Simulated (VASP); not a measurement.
# TiAl (Amm2) in VASP: a series of runs

TiAl is run at these levels: PBEsol; tasks: single point.

All numbers are computed with VASP 6.6.1; they aren't measurements. Logs are shortened: lines on timing, memory, paths and dates and some standing lists are left out, and cuts for length are marked.

## 1. The cell of the first run

The structure is orthorhombic, space group Amm2 (No. 38). The conventional cell has a = 4.678 Å, b = 2.867 Å, c = 5.053 Å, α = 90.00°, β = 90.00°, γ = 90.00°. Within 3.8 Å of Ti (site symmetry mm2) lie 6 Ti at 2.87 to 2.90 Å and 6 Al at 2.87 to 2.88 Å. Al (site symmetry mm2) has 6 Al at 2.87 to 2.90 Å and 6 Ti at 2.87 to 2.88 Å within 3.8 Å.

## 2. Single point, PBEsol (strain +0.0175 x Voigt [0, 1, 0, 0, 0, 0])

INCAR

```
  PREC = Accurate
  ENCUT = 520
  EDIFF = 1E-6
  ISMEAR = 0
  SIGMA = 0.15
  LREAL = False
  LASPH = True
  NELM = 80
  ALGO = Fast
  ISIF = 2
  LWAVE = False
  LCHARG = True
  GGA = PS
  LELF = True
  LVHAR = True
  NBANDS = 14
```

KPOINTS

```
Automatic mesh
0
Gamma
  18 18 10
```

POSCAR

```
TiAl
1.0
    2.8672622327      0.0000000000      0.0000000000
   -1.4336311163      2.5265765667      0.0000000000
    0.0000000000      0.0000000000      4.6780830000
Ti Al
1 1
Direct
    0.0000000000      0.0000000000      0.0000000000
    0.3333333333      0.6666666667      0.5000000000
```

Potentials or basis: VASP PAW PBE potentials, release 64 (Ti_sv, Al).

Started as:

```sh
$ cat potpaw_PBE.64/Ti_sv/POTCAR potpaw_PBE.64/Al/POTCAR > POTCAR
$ mpirun -np 1 vasp_std > vasp.out
```

OUTCAR:

```text
PREC = Accurate
   ENCUT = 520
   EDIFF = 1E-6
   ISMEAR = 0
   LREAL = False
   LASPH = True
   NELM = 80
   ISIF = 2
   GGA = PS

 ion  position               nearest neighbor table
   1  0.000  0.000  0.000-   2 2.87   2 2.87   2 2.87   2 2.87   2 2.88   2 2.88
   2  0.333  0.667  0.500-   1 2.87   1 2.87   1 2.87   1 2.87   1 2.88   1 2.88

  LATTYP: Found a base centered orthorhombic cell.
 ALAT       =     2.8672622327
 B/A-ratio  =     1.7623616967
 C/A-ratio  =     1.6315504549

  Lattice vectors:

 A1 = (   1.4336311163,  -2.5265765667,   0.0000000000)
 A2 = (   1.4336311164,   2.5265765667,   0.0000000000)
 A3 = (   0.0000000000,   0.0000000000,   4.6780830000)

Analysis of symmetry for initial positions (statically):
=====================================================================
 Subroutine PRICEL returns:
 Original cell was already a primitive cell.

 Routine SETGRP: Setting up the symmetry group for a
 base centered orthorhombic supercell.

 Subroutine GETGRP returns: Found  4 space group operations
 (whereof  4 operations were pure point group operations)
 out of a pool of  8 trial point group operations.

The static configuration has the point symmetry C_2v.

Analysis of symmetry for dynamics (positions and initial velocities):
=====================================================================
 Subroutine PRICEL returns:
 Original cell was already a primitive cell.

 Routine SETGRP: Setting up the symmetry group for a
 base centered orthorhombic supercell.

 Subroutine GETGRP returns: Found  4 space group operations
 (whereof  4 operations were pure point group operations)
 out of a pool of  8 trial point group operations.

The dynamic configuration has the point symmetry C_2v.

 Subroutine INISYM returns: Found  4 space group operations
 (whereof  4 operations are pure point group operations),
 and found     1 'primitive' translations

----------------------------------------------------------------------------------------

                                     Primitive cell

  volume of cell :      33.8897

  direct lattice vectors                    reciprocal lattice vectors
     2.867262233  0.000000000  0.000000000     0.348764751  0.197896239  0.000000000
    -1.433631116  2.526576567  0.000000000     0.000000000  0.395792478  0.000000000
     0.000000000  0.000000000  4.678083000     0.000000000  0.000000000  0.213762774

  length of vectors
     2.867262233  2.904976304  4.678083000     0.400998470  0.395792478  0.213762774

  position of ions in fractional coordinates (direct lattice)
     0.000000000  0.000000000  0.000000000
     0.333333333  0.666666667  0.500000000

  ion indices of the primitive-cell ions
   primitive index   ion index
                 1           1
                 2           2

----------------------------------------------------------------------------------------

 KPOINTS: Automatic mesh

Automatic generation of k-mesh.
 Grid dimensions read from file:
 generate k-points for:   18   18   10

 Generating k-lattice:

  Cartesian coordinates                     Fractional coordinates (reciprocal lattice)
     0.019375820  0.010994235  0.000000000     0.055555556 -0.000000000  0.000000000
     0.000000000  0.021988471  0.000000000     0.000000000  0.055555556  0.000000000
     0.000000000  0.000000000  0.021376277     0.000000000  0.000000000  0.100000000

  Length of vectors
     0.022277693  0.021988471  0.021376277

  Shift w.r.t. Gamma in fractional coordinates (k-lattice)
     0.000000000  0.000000000  0.000000000

 Subroutine IBZKPT returns following result:
 ===========================================

 Found    546 irreducible k-points:

 Following reciprocal coordinates:
            Coordinates               Weight
  0.000000  0.000000  0.000000      1.000000
  0.055556 -0.000000  0.000000      4.000000
  0.111111 -0.000000  0.000000      4.000000
  0.166667 -0.000000  0.000000      4.000000
  0.222222 -0.000000  0.000000      4.000000
  0.277778 -0.000000  0.000000      4.000000
[... 16 lines left out ...]
 -0.333333  0.055556  0.000000      4.000000
 -0.277778  0.055556  0.000000      4.000000
 [... further k-points ...]
   k-points           NKPTS =    546   k-points in BZ     NKDIM =    546   number of bands    NBANDS=     14
   number of dos      NEDOS =    301   number of ions     NIONS =      2
   total plane-waves  NPLWV =  20736
   dimension x,y,z NGX =    24 NGY =   24 NGZ =   36
   dimension x,y,z NGXF=    48 NGYF=   48 NGZF=   72
   ions per type =               1   1
   NGX,Y,Z   is equivalent  to a cutoff of  13.92, 13.73, 12.79 a.u.
   NGXF,Y,Z  is equivalent  to a cutoff of  27.83, 27.47, 25.59 a.u.
 SYSTEM =  unknown system
   PREC   = accura    normal or accurate (medium, high low for compatibility)
   ISTART =      0    job   : 0-new  1-cont  2-samecut
   ICHARG =      2    charge: 1-file 2-atom 10-const
   ISPIN  =      1    spin polarized calculation?
   LNONCOLLINEAR =      F non collinear calculations
   LSORBIT =      F    spin-orbit coupling
   LASPH  =      T    aspherical Exc in radial PAW
   ENCUT  =  520.0 eV  38.22 Ry    6.18 a.u.   5.33  5.40  8.70*2*pi/ulx,y,z
   NELM   =     80;   NELMIN=  2; NELMDL= -5     # of ELM steps
   EDIFF  = 0.1E-05   stopping-criterion for ELM
   LREAL  =      F    real-space projection
   EDIFFG = 0.1E-04   stopping-criterion for IOM
   NSW    =      0    number of steps for IOM
   IBRION =     -1    ionic relax: 0-MD 1-quasi-New 2-CG
   NFREE  =      0    steps in history (QN), initial steepest desc. (CG)
   ISIF   =      2    stress and relaxation
   ISYM   =      2    0-nonsym 1-usesym 2-fastsym
   POTIM  = 0.5000    time-step for ionic-motion
   TEBEG  =    0.0;   TEEND  =   0.0 temperature during run
   PSTRESS=    0.0 pullay stress
   NELECT =      15.0000    total number of electrons
   NUPDOWN=      -1.0000    fix difference up-down
   EMIN   =  10.00;   EMAX   =-10.00  energy-range for DOS
   EFERMI =   0.00;   METHOD = LEGACY
   ISMEAR =     0;   SIGMA  =   0.15  broadening in eV -4-tet -1-fermi 0-gaus
   EFERMI_NEDOS =   21; number of points for ismear=-14 and -15
   IALGO  =     68    algorithm
   IMIX   =      4    mixing-type and parameters
     AMIX     =   0.40;   BMIX     =  1.00
     AMIX_MAG =   1.60;   BMIX_MAG =  1.00
  volume/ion in A,a.u.               =      16.94       114.35
  Fermi-wavevector in a.u.,A,eV,Ry     =   1.247621  2.357662 21.178257  1.556558
  Thomas-Fermi vector in A             =   2.381745
   LORBIT       =      0    0 simple, 1 ext, 2 COOP (PROOUT), +10 PAW based schemes
   GGA     = PS    functional components
   LHFCALC =     F    Hartree Fock is set to
   AEXX    =    0.0000 exact exchange contribution
   IVDW    =     0    specifies the selected vdW correction
   LEPSILON=     F    determine dielectric tensor
   LRPA    =     F    only Hartree local field effects (RPA)
 non-spin polarized calculation
 RMM-DIIS sequential band-by-band and
 Gauss-broadening in eV      SIGMA  =   0.15
  energy-cutoff  :      520.00
  volume of cell :       33.89
 maximum number of plane-waves:       933
 NGX is ok and might be reduce to    24
   NGX = 11   NGY = 11   NGZ = 17

 number of electron      14.9999999 magnetization

 Free energy of the ion-electron system (eV)
  ---------------------------------------------------
  ext. energy  EPLUGINS =         0.00000000
  ---------------------------------------------------
  free energy    TOTEN  =       -12.92582885 eV

  energy without entropy =      -12.89698570  energy(sigma->0) =      -12.91140727

 E-fermi :   7.5932     XC(G=0): -10.9592

 val. band max:        7.5930261456   @ k =   0.3333  -0.0000   0.1000
 cond. band min:       7.5945028784   @ k =   0.1667  -0.0000   0.5000
 fundamental gap:      0.0014767328
 Fermi energy:         7.5931994529

 k-point     1 :       0.0000    0.0000    0.0000
  band No.  band energies     occupation
      1     -48.7431      2.00000
      2     -25.1624      2.00000
      3     -24.7729      2.00000
      4     -24.7537      2.00000
      5      -1.2257      2.00000
      6       5.3434      2.00000
      7       5.8468      2.00000
      8       8.7345      0.00000
      9       8.9497      0.00000
     10      10.2412      0.00000
     11      10.2945      0.00000
     12      11.4983      0.00000
     13      20.0102      0.00000
     14      20.4548      0.00000

 k-point     2 :       0.0556   -0.0000    0.0000
  band No.  band energies     occupation
      1     -48.7404      2.00000
      2     -25.1597      2.00000
      3     -24.7816      2.00000
      4     -24.7659      2.00000
      5      -1.1496      2.00000
      6       5.4263      2.00000
      7       5.8555      2.00000
      8       8.7449      0.00000
      9       8.9262      0.00000
     10      10.2267      0.00000
     11      10.3073      0.00000
     12      11.5155      0.00000
     13      19.0751      0.00000
     14      19.3406      0.00000

 k-point     3 :       0.1111   -0.0000    0.0000
  band No.  band energies     occupation
      1     -48.7327      2.00000
      2     -25.1520      2.00000
      3     -24.8248      2.00000
      4     -24.7825      2.00000
      5      -0.9222      2.00000
      6       5.6648      2.00000
      7       5.8805      2.00000
      8       8.6009      0.00000
      9       9.0468      0.00000
     10      10.1699      0.00000
     11      10.3646      0.00000
     12      11.5636      0.00000
     13      17.2740      0.00000
     14      18.4196      0.00000
[... 324 lines left out ...]
 k-point    23 :      -0.3333    0.0556    0.0000
  band No.  band energies     occupation
      1     -48.6816      2.00000
      2     -25.1324      2.00000
      3     -25.1013      2.00000
      4     -24.8611      2.00000
      5       1.0576      2.00000
      6       6.0479      2.00000
      7       6.7376      2.00000
      8       7.6814      0.40551
      9       9.7164      0.00000
     10      10.3369      0.00000
     11      11.0811      0.00000
     12      11.5499      0.00000
     13      12.5317      0.00000
     14      15.3652      0.00000

 k-point    24 :      -0.2778    0.0556    0.0000
  band No.  band energies     occupation
      1     -48.6967      2.00000
      2     -25.1163      2.00000
      3     -25.0426      2.00000
      4     -24.8383      2.00000
      5       0.3414      2.00000
      6       5.9971      2.00000
      7       6.6336      2.00000
      8       7.8716      0.00867
      9       9.8525      0.00000
     10       9.9475      0.00000
     11      10.8072      0.00000
     12      11.7111      0.00000
     13      13.2695      0.00000
     14      15.9063      0.00000

 [... further k-points ...]

------------------------ aborting loop because EDIFF is reached ----------------------------------------

  FORCE on cell =-STRESS in cart. coord.  units (eV):
  Direction    XX          YY          ZZ          XY          YZ          ZX
  --------------------------------------------------------------------------------------
  -------------------------------------------------------------------------------------
  Total       -0.7371286     -1.0427215     -0.9778720     -0.0000000      0.0000000      0.0000000
  in kB      -34.8486569    -49.2959328    -46.2300965     -0.0000000      0.0000000      0.0000000
  external PRESSURE =     -43.4582287 kB  Pullay stress =       0.0000000 kB

 VOLUME and BASIS-vectors are now :
 -----------------------------------------------------------------------------
  energy-cutoff  :      520.00
  volume of cell :       33.89
      direct lattice vectors                 reciprocal lattice vectors
     2.867262233  0.000000000  0.000000000     0.348764751  0.197896239  0.000000000
    -1.433631116  2.526576567  0.000000000     0.000000000  0.395792478  0.000000000
     0.000000000  0.000000000  4.678083000     0.000000000  0.000000000  0.213762774

 POSITION                                       TOTAL-FORCE (eV/Angst)
 -----------------------------------------------------------------------------------
      0.00000      0.00000      0.00000         0.000000      0.048352      0.000000
     -0.00000      1.68438      2.33904        -0.000000     -0.048352      0.000000
 -----------------------------------------------------------------------------------
    total drift:                                0.000000     -0.000259      0.000000

  FREE ENERGIE OF THE ION-ELECTRON SYSTEM (eV)
  ---------------------------------------------------
  free  energy   TOTEN  =       -12.9258288523 eV

  energy  without entropy=      -12.8969856974  energy(sigma->0) =      -12.91140727
```

Wall time 3.1 min (1 thread of Intel Xeon 6975P-C (Granite Rapids), shared host); peak memory 0.37 GiB.

What came out:

```yaml
Free_energy: -12.9258 eV
Pressure: -4.3 GPa
Largest_force: 0.048 eV/Å
```

Forces on the atoms (eV/Å):
```
Ti   0.000  0.048  0.000
Al   0.000 -0.048  0.000
```

Stress tensor (GPa, compression positive):
```
-3.48  0.00  0.00
 0.00 -4.93  0.00
 0.00  0.00 -4.62
```

Levels at points of the mesh, in eV from the Fermi level:
| k point | band 5 | band 6 | band 7 | band 8 | band 9 | band 10 | band 11 | band 12 |
| --- | --- | --- | --- | --- | --- | --- | --- | --- |
| (0.00, 0.00, 0.00) | -8.82 | -2.25 | -1.75 | 1.14 | 1.36 | 2.65 | 2.70 | 3.91 |
| (0.50, 0.00, 0.00) | -3.63 | -2.77 | -1.47 | -0.94 | 1.99 | 3.84 | 4.01 | 4.17 |
| (0.00, 0.50, 0.00) | -3.73 | -2.93 | -1.51 | -0.96 | 2.10 | 3.82 | 4.01 | 4.05 |
| (0.00, 0.00, 0.50) | -7.92 | -5.22 | -0.38 | 1.16 | 1.37 | 2.57 | 2.63 | 6.85 |
| (0.50, 0.00, 0.50) | -3.57 | -2.33 | -1.79 | 0.55 | 0.97 | 1.78 | 2.95 | 3.85 |
| (0.00, 0.50, 0.50) | -3.68 | -2.45 | -1.79 | 0.39 | 0.91 | 1.91 | 2.88 | 3.82 |

Caveat: the cell differs from its parent crystal (strain +0.0175 x Voigt [0, 1, 0, 0, 0, 0]); the PAW data sets were made with another functional, which shifts forces and pressure a little.

## 3. Single point, PBEsol (strain +0.0200 x Voigt [0, 1, 0, 0, 0, 0])

INCAR

```
SYSTEM = TiAl
ALGO = Fast
EDIFF = 1E-6
ENCUT = 520
GGA = PS
ISIF = 2
ISMEAR = 0
LASPH = .True.
LCHARG = .True.
LELF = .True.
LREAL = .False.
LVHAR = .True.
LWAVE = .False.
NBANDS = 14
NELM = 60
PREC = Accurate
SIGMA = 0.15
```

KPOINTS

```
k-points
0
Gamma
  18 18 10
  0 0 0
```

POSCAR, as its differences from that of step 2:

```diff
@@ -3,3 +3,3 @@
     2.8672622327      0.0000000000      0.0000000000
-   -1.4336311163      2.5265765667      0.0000000000
+   -1.4336311163      2.5327843715      0.0000000000
     0.0000000000      0.0000000000      4.6780830000
```

Potentials or basis: VASP PAW PBE potentials, release 64 (Ti_sv, Al).

Started as:

```sh
$ cat potpaw_PBE.64/Ti_sv/POTCAR potpaw_PBE.64/Al/POTCAR > POTCAR
$ mpirun -np 1 vasp_std > vasp.out
```

Run time: 3.2 min. Hardware: 1 thread of Intel Xeon 6975P-C (Granite Rapids), shared host; peak memory 0.37 GiB.

Results (log left out):

```
Free energy   : -12.9231 eV
Pressure      : -4.7 GPa
Largest force : 0.055 eV/Å
```

Forces on the atoms (eV/Å):
```
Ti   0.000  0.055  0.000
Al   0.000 -0.055  0.000
```

Stress tensor (GPa, compression positive):
```
-3.73  0.00  0.00
 0.00 -5.38  0.00
 0.00  0.00 -4.85
```

Levels at points of the mesh, in eV from the Fermi level:
| k point | band 4 | band 5 | band 6 | band 7 | band 8 | band 9 | band 10 | band 11 | band 12 | band 13 |
| --- | --- | --- | --- | --- | --- | --- | --- | --- | --- | --- |
| (0.00, 0.00, 0.00) | -32.35 | -8.81 | -2.24 | -1.74 | 1.12 | 1.37 | 2.63 | 2.69 | 3.91 | 12.35 |
| (0.50, 0.00, 0.00) | -32.50 | -3.63 | -2.76 | -1.46 | -0.93 | 1.98 | 3.82 | 4.01 | 4.18 | 5.35 |
| (0.00, 0.50, 0.00) | -32.47 | -3.74 | -2.94 | -1.51 | -0.95 | 2.10 | 3.80 | 3.99 | 4.04 | 5.15 |
| (0.00, 0.00, 0.50) | -32.35 | -7.90 | -5.21 | -0.37 | 1.14 | 1.38 | 2.55 | 2.62 | 6.86 | 10.90 |
| (0.50, 0.00, 0.50) | -32.50 | -3.56 | -2.32 | -1.78 | 0.55 | 0.97 | 1.76 | 2.95 | 3.83 | 6.41 |
| (0.00, 0.50, 0.50) | -32.47 | -3.69 | -2.46 | -1.79 | 0.37 | 0.90 | 1.91 | 2.87 | 3.80 | 6.28 |

Caveat: the cell differs from its parent crystal (strain +0.0200 x Voigt [0, 1, 0, 0, 0, 0]); the PAW data sets were made with another functional, which shifts forces and pressure a little.
